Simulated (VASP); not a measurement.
# Na2S (Fm-3m) in VASP: a series of runs

Na2S is run at these levels: PBE0, r2SCAN0; tasks: single point.

Everything below comes from runs of VASP 6.6.1. Logs are shortened: lines on timing, memory, paths and dates and some standing lists are left out, and cuts for length are marked.

## (1) The cell of the first run

The structure is cubic, space group Fm-3m (No. 225). Conventional cell: a = 6.511 Å, b = 6.511 Å, c = 6.511 Å, α = 90.00°, β = 90.00°, γ = 90.00°. Na (site symmetry -43m) has 4 S at 2.82 Å and 6 Na at 3.26 Å within 3.7 Å. Within 3.7 Å of S (site symmetry m-3m) lie 8 Na at 2.82 Å.

## (2) Single point, PBE0

Contents of POSCAR:

```
Na2S
1.0
    0.0000000000      3.2554286216      3.2554286216
    3.2554286216      0.0000000000      3.2554286216
    3.2554286216      3.2554286216      0.0000000000
Na S
2 1
Direct
    0.2500000000      0.2500000000      0.2500000000
    0.7500000000      0.7500000000      0.7500000000
    0.0000000000      0.0000000000      0.0000000000
```

Contents of INCAR.step1:

```
SYSTEM = Na2S
PREC = Accurate
ENCUT = 400
EDIFF = 1E-5
ISMEAR = 0
SIGMA = 0.01
LREAL = .FALSE.
LASPH = .TRUE.
NELM = 120
ALGO = Normal
ISIF = 2
LWAVE = .TRUE.
LCHARG = .FALSE.
NBANDS = 17
GGA = PE
GGA_COMPAT = .FALSE.
```

Contents of INCAR.step2:

```
SYSTEM = Na2S
PREC = Accurate
ENCUT = 400
EDIFF = 1E-6
ISMEAR = 0
SIGMA = 0.01
LREAL = .FALSE.
LASPH = .TRUE.
NELM = 120
ALGO = Normal
ISIF = 2
LWAVE = .FALSE.
LCHARG = .FALSE.
GGA = PE
LHFCALC = .TRUE.
AEXX = 0.25
PRECFOCK = Normal
NBANDS = 17
ISTART = 1
GGA_COMPAT = .FALSE.
```

Contents of KPOINTS:

```
regular mesh
0
G
  6 6 6
  0 0 0
```

Potentials or basis: VASP PAW PBE potentials, release 64 (Na_pv, S).

On the command line:

```sh
> cat potpaw_PBE.64/Na_pv/POTCAR potpaw_PBE.64/S/POTCAR > POTCAR
> cp INCAR.step1 INCAR
> mpirun -np 1 vasp_std > vasp.out
> cp INCAR.step2 INCAR
> mpirun -np 1 vasp_std > vasp.out
```

OUTCAR:

```text
SYSTEM = Na2S
   PREC = Accurate
   ENCUT = 400
   EDIFF = 1E-6
   ISMEAR = 0
   LREAL = .FALSE.
   LASPH = .TRUE.
   NELM = 120
   ISIF = 2
   GGA = PE
   LHFCALC = .TRUE.
   AEXX = 0.25
   PRECFOCK = Normal
   ISTART = 1

 ion  position               nearest neighbor table
   1  0.250  0.250  0.250-
   2  0.750  0.750  0.750-
   3  0.000  0.000  0.000-

  LATTYP: Found a face centered cubic cell.
 ALAT       =     6.5108572432

  Lattice vectors:

 A1 = (   0.0000000000,   3.2554286216,   3.2554286216)
 A2 = (   3.2554286216,   0.0000000000,   3.2554286216)
 A3 = (   3.2554286216,   3.2554286216,   0.0000000000)

Analysis of symmetry for initial positions (statically):
=====================================================================
 Subroutine PRICEL returns:
 Original cell was already a primitive cell.

 Routine SETGRP: Setting up the symmetry group for a
 face centered cubic supercell.

 Subroutine GETGRP returns: Found 48 space group operations
 (whereof 48 operations were pure point group operations)
 out of a pool of 48 trial point group operations.

The static configuration has the point symmetry O_h .

Analysis of symmetry for dynamics (positions and initial velocities):
=====================================================================
 Subroutine PRICEL returns:
 Original cell was already a primitive cell.

 Routine SETGRP: Setting up the symmetry group for a
 face centered cubic supercell.

 Subroutine GETGRP returns: Found 48 space group operations
 (whereof 48 operations were pure point group operations)
 out of a pool of 48 trial point group operations.

The dynamic configuration has the point symmetry O_h .

 Subroutine INISYM returns: Found 48 space group operations
 (whereof 48 operations are pure point group operations),
 and found     1 'primitive' translations

----------------------------------------------------------------------------------------

                                     Primitive cell

  volume of cell :      69.0009

  direct lattice vectors                    reciprocal lattice vectors
     0.000000000  3.255428622  3.255428622    -0.153589606  0.153589606  0.153589606
     3.255428622  0.000000000  3.255428622     0.153589606 -0.153589606  0.153589606
     3.255428622  3.255428622  0.000000000     0.153589606  0.153589606 -0.153589606

  length of vectors
     4.603871308  4.603871308  4.603871308     0.266025001  0.266025001  0.266025001

  position of ions in fractional coordinates (direct lattice)
     0.250000000  0.250000000  0.250000000
     0.750000000  0.750000000  0.750000000
     0.000000000  0.000000000  0.000000000

  ion indices of the primitive-cell ions
   primitive index   ion index
                 1           1
                 2           2
                 3           3

----------------------------------------------------------------------------------------

 KPOINTS: regular mesh

Automatic generation of k-mesh.
 Grid dimensions read from file:
 generate k-points for:    6    6    6

 Generating k-lattice:

  Cartesian coordinates                     Fractional coordinates (reciprocal lattice)
    -0.025598268  0.025598268  0.025598268     0.166666667  0.000000000  0.000000000
     0.025598268 -0.025598268  0.025598268     0.000000000  0.166666667  0.000000000
     0.025598268  0.025598268 -0.025598268     0.000000000  0.000000000  0.166666667

  Length of vectors
     0.044337500  0.044337500  0.044337500

  Shift w.r.t. Gamma in fractional coordinates (k-lattice)
     0.000000000  0.000000000  0.000000000

 Subroutine IBZKPT returns following result:
 ===========================================

 Found     16 irreducible k-points:

 Following reciprocal coordinates:
            Coordinates               Weight
  0.000000  0.000000  0.000000      1.000000
  0.166667  0.000000  0.000000      8.000000
  0.333333  0.000000  0.000000      8.000000
  0.500000  0.000000  0.000000      4.000000
  0.166667  0.166667  0.000000      6.000000
  0.333333  0.166667  0.000000     24.000000
[... 8 lines left out ...]
 -0.333333  0.333333  0.166667     24.000000
 -0.333333  0.500000  0.166667     12.000000
   k-points           NKPTS =     16   k-points in BZ     NKDIM =    216   number of bands    NBANDS=     17
   number of dos      NEDOS =    301   number of ions     NIONS =      3
   total plane-waves  NPLWV =  27000
   dimension x,y,z NGX =    30 NGY =   30 NGZ =   30
   dimension x,y,z NGXF=    60 NGYF=   60 NGZF=   60
   ions per type =               2   1
   NGX,Y,Z   is equivalent  to a cutoff of  10.83, 10.83, 10.83 a.u.
   NGXF,Y,Z  is equivalent  to a cutoff of  21.67, 21.67, 21.67 a.u.
 SYSTEM =  Na2S
   PREC   = accura    normal or accurate (medium, high low for compatibility)
   ISTART =      1    job   : 0-new  1-cont  2-samecut
   ICHARG =      0    charge: 1-file 2-atom 10-const
   ISPIN  =      1    spin polarized calculation?
   LNONCOLLINEAR =      F non collinear calculations
   LSORBIT =      F    spin-orbit coupling
   LASPH  =      T    aspherical Exc in radial PAW
   ENCUT  =  400.0 eV  29.40 Ry    5.42 a.u.   7.51  7.51  7.51*2*pi/ulx,y,z
   NELM   =    120;   NELMIN=  2; NELMDL=  0     # of ELM steps
   EDIFF  = 0.1E-05   stopping-criterion for ELM
   LREAL  =      F    real-space projection
   EDIFFG = 0.1E-04   stopping-criterion for IOM
   NSW    =      0    number of steps for IOM
   IBRION =     -1    ionic relax: 0-MD 1-quasi-New 2-CG
   NFREE  =      0    steps in history (QN), initial steepest desc. (CG)
   ISIF   =      2    stress and relaxation
   ISYM   =      3    0-nonsym 1-usesym 2-fastsym
   POTIM  = 0.5000    time-step for ionic-motion
   TEBEG  =    0.0;   TEEND  =   0.0 temperature during run
   PSTRESS=    0.0 pullay stress
   NELECT =      20.0000    total number of electrons
   NUPDOWN=      -1.0000    fix difference up-down
   EMIN   =  10.00;   EMAX   =-10.00  energy-range for DOS
   EFERMI =   0.00;   METHOD = LEGACY
   ISMEAR =     0;   SIGMA  =   0.01  broadening in eV -4-tet -1-fermi 0-gaus
   EFERMI_NEDOS =   21; number of points for ismear=-14 and -15
   IALGO  =     38    algorithm
   IMIX   =      1    mixing-type and parameters
     AMIX     =   0.40;   BMIX     =  1.00
     AMIX_MAG =   1.60;   BMIX_MAG =  1.00
  volume/ion in A,a.u.               =      23.00       155.21
  Fermi-wavevector in a.u.,A,eV,Ry     =   1.083428  2.047382 15.970734  1.173816
  Thomas-Fermi vector in A             =   2.219494
   LORBIT       =      0    0 simple, 1 ext, 2 COOP (PROOUT), +10 PAW based schemes
   GGA     = PE    functional components
   LHFCALC =     T    Hartree Fock is set to
   PRECFOCK=normal    Normal, Fast or Accurate (Low or Medium for compatibility)
   ENCUT4O =  -1.0   cutoff for four orbital integrals eV
   NKREDX  =     1    reduce k-point grid by
   NKREDY  =     1    reduce k-point grid by
   NKREDZ  =     1    reduce k-point grid by
   AEXX    =    0.2500 exact exchange contribution
   HFSCREEN=    0.0000 screening length (either q_TF or 0.3 A-1)
   HFSCREENC=   0.0000 screening length for correlation (either q_TF or 0.3 A-1)
   ENCUTFOCK=  -1.0 apply spherical cutoff to Coloumb kernel
   IVDW    =     0    specifies the selected vdW correction
   LEPSILON=     F    determine dielectric tensor
   LRPA    =     F    only Hartree local field effects (RPA)
 non-spin polarized calculation
 Gauss-broadening in eV      SIGMA  =   0.01
  energy-cutoff  :      400.00
  volume of cell :       69.00
 maximum number of plane-waves:      1272
  NGX = 24; NGY = 24; NGZ = 24

 number of electron      19.9999976 magnetization

 Free energy of the ion-electron system (eV)
  ---------------------------------------------------
  ext. energy  EPLUGINS =         0.00000000
  ---------------------------------------------------
  free energy    TOTEN  =       -12.40101406 eV

  energy without entropy =      -12.40101406  energy(sigma->0) =      -12.40101406

 E-fermi :  -0.8090     XC(G=0):  -6.2068

 val. band max:       -0.8615915283   @ k =   0.0000   0.0000   0.0000
 cond. band min:       3.3332404416   @ k =   0.0000   0.0000   0.0000
 fundamental gap:      4.1948319699
 Fermi energy:        -0.8090156775

 k-point     1 :       0.0000    0.0000    0.0000
  band No.  band energies     occupation
      1     -25.4200      2.00000
      2     -25.4200      2.00000
      3     -25.4200      2.00000
      4     -25.3676      2.00000
      5     -25.3676      2.00000
      6     -25.3676      2.00000
[... 9 lines left out ...]
     16      10.5226      0.00000
     17      12.3730      0.00000

 k-point     2 :       0.1667    0.0000    0.0000
  band No.  band energies     occupation
      1     -25.4182      2.00000
      2     -25.4169      2.00000
      3     -25.4169      2.00000
      4     -25.3732      2.00000
      5     -25.3714      2.00000
      6     -25.3714      2.00000
[... 9 lines left out ...]
     16      10.0341      0.00000
     17      11.7060      0.00000

 k-point     3 :       0.3333    0.0000    0.0000
  band No.  band energies     occupation
      1     -25.4118      2.00000
      2     -25.4078      2.00000
      3     -25.4078      2.00000
      4     -25.3863      2.00000
      5     -25.3818      2.00000
      6     -25.3818      2.00000
[... 9 lines left out ...]
     16      10.9846      0.00000
     17      11.5975      0.00000

 k-point     4 :       0.5000    0.0000    0.0000
  band No.  band energies     occupation
      1     -25.4032      2.00000
      2     -25.3973      2.00000
      3     -25.3959      2.00000
      4     -25.3959      2.00000
      5     -25.3938      2.00000
      6     -25.3938      2.00000
[... 9 lines left out ...]
     16      12.7384      0.00000
     17      12.7384      0.00000
[... 183 lines left out ...]
      1     -25.4331      2.00000
      2     -25.4237      2.00000
      3     -25.4115      2.00000
      4     -25.3808      2.00000
      5     -25.3724      2.00000
      6     -25.3607      2.00000
[... 9 lines left out ...]
     16      12.4043      0.00000
     17      13.4584      0.00000

 k-point    15 :      -0.3333    0.3333    0.1667
  band No.  band energies     occupation
      1     -25.4363      2.00000
      2     -25.4310      2.00000
      3     -25.3964      2.00000
      4     -25.3963      2.00000
      5     -25.3627      2.00000
      6     -25.3618      2.00000
[... 9 lines left out ...]
     16      11.8714      0.00000
     17      13.4334      0.00000

 k-point    16 :      -0.3333    0.5000    0.1667
  band No.  band energies     occupation
      1     -25.4439      2.00000
      2     -25.4349      2.00000
      3     -25.4142      2.00000
      4     -25.3785      2.00000
      5     -25.3587      2.00000
      6     -25.3555      2.00000
[... 9 lines left out ...]
     16      12.4919      0.00000
     17      13.3190      0.00000

------------------------ aborting loop because EDIFF is reached ----------------------------------------

  FORCE on cell =-STRESS in cart. coord.  units (eV):
  Direction    XX          YY          ZZ          XY          YZ          ZX
  --------------------------------------------------------------------------------------
  -------------------------------------------------------------------------------------
  Total       -0.0142560     -0.0142560     -0.0142560      0.0000000      0.0000000      0.0000000
  in kB       -0.3310203     -0.3310203     -0.3310203      0.0000000      0.0000000      0.0000000
  external PRESSURE =      -0.3310203 kB  Pullay stress =       0.0000000 kB

 VOLUME and BASIS-vectors are now :
 -----------------------------------------------------------------------------
  energy-cutoff  :      400.00
  volume of cell :       69.00
      direct lattice vectors                 reciprocal lattice vectors
     0.000000000  3.255428622  3.255428622    -0.153589606  0.153589606  0.153589606
     3.255428622  0.000000000  3.255428622     0.153589606 -0.153589606  0.153589606
     3.255428622  3.255428622  0.000000000     0.153589606  0.153589606 -0.153589606

 POSITION                                       TOTAL-FORCE (eV/Angst)
 -----------------------------------------------------------------------------------
      1.62771      1.62771      1.62771         0.000000      0.000000      0.000000
      4.88314      4.88314      4.88314        -0.000000     -0.000000     -0.000000
      0.00000      0.00000      0.00000         0.000000      0.000000      0.000000
 -----------------------------------------------------------------------------------
    total drift:                                0.000000     -0.000000      0.000000

  FREE ENERGIE OF THE ION-ELECTRON SYSTEM (eV)
  ---------------------------------------------------
  free  energy   TOTEN  =       -12.4010140639 eV

  energy  without entropy=      -12.4010140639  energy(sigma->0) =      -12.40101406
```

Wall time 29 min (1 thread of AMD EPYC 7R13 (Zen 3), shared host); peak memory 0.16 GiB.

What came out:

```
Free energy            : -12.4010 eV
Pressure               : 0.0 GPa
Band gap on the k mesh : 4.19 eV
```

Levels at points of the mesh, in eV from the valence-band top:
```
           k point  band 8  band 9  band 10  band 11  band 12  band 13
(0.00, 0.00, 0.00)    0.00    0.00     0.00     4.19     9.72     9.72
(0.50, 0.00, 0.00)   -1.83   -0.16    -0.16     6.68     8.32     9.03
(0.50, 0.50, 0.00)   -1.63   -0.52    -0.52     5.47     7.92    10.68
```

Caveat: the PAW data sets were made with another functional, which shifts forces and pressure a little.

## (3) Single point, r2SCAN0

POSCAR is that of step 2.

Contents of INCAR.step1:

```
SYSTEM = Na2S
ALGO = Normal
EDIFF = 1E-5
ENCUT = 440
GGA = PE
GGA_COMPAT = .FALSE.
ISIF = 2
ISMEAR = 0
LASPH = .TRUE.
LCHARG = .FALSE.
LREAL = .FALSE.
LWAVE = .TRUE.
NBANDS = 17
NELM = 120
PREC = Accurate
SIGMA = 0.01
```

Contents of INCAR.step2:

```
SYSTEM = Na2S
AEXX = 0.25
ALGO = Normal
EDIFF = 1E-6
ENCUT = 440
GGA_COMPAT = .FALSE.
ISIF = 2
ISMEAR = 0
ISTART = 1
LASPH = .TRUE.
LCHARG = .FALSE.
LHFCALC = .TRUE.
LMIXTAU = .TRUE.
LREAL = .FALSE.
LWAVE = .FALSE.
METAGGA = R2SCAN
NBANDS = 17
NELM = 120
PREC = Accurate
PRECFOCK = Normal
SIGMA = 0.01
```

Contents of KPOINTS:

```
k-points
0
G
  6 6 6
  0 0 0
```

Potentials or basis: VASP PAW PBE potentials, release 64 (Na_pv, S).

On the command line:

```sh
> cat potpaw_PBE.64/Na_pv/POTCAR potpaw_PBE.64/S/POTCAR > POTCAR
> cp INCAR.step1 INCAR
> mpirun -np 1 vasp_std > vasp.out
> cp INCAR.step2 INCAR
> mpirun -np 1 vasp_std > vasp.out
```

Wall time 58 min (1 thread of Intel Xeon Platinum 8488C (Sapphire Rapids), shared host); peak memory 0.2 GiB.

The run converged. Its results:

| Property | Result |
| --- | --- |
| Free energy | -19.1380 eV |
| Pressure | -0.4 GPa |
| Band gap on the k mesh | 4.52 eV |

Levels at points of the mesh, in eV from the valence-band top:
```tsv
k point	band 8	band 9	band 10	band 11	band 12	band 13
(0.00, 0.00, 0.00)	0.00	0.00	0.00	4.52	10.12	10.12
(0.50, 0.00, 0.00)	-1.80	-0.15	-0.15	7.10	8.57	9.33
(0.50, 0.50, 0.00)	-1.59	-0.52	-0.52	5.65	8.37	11.19
```

Caveat: the PAW data sets were made with another functional, which shifts forces and pressure a little.
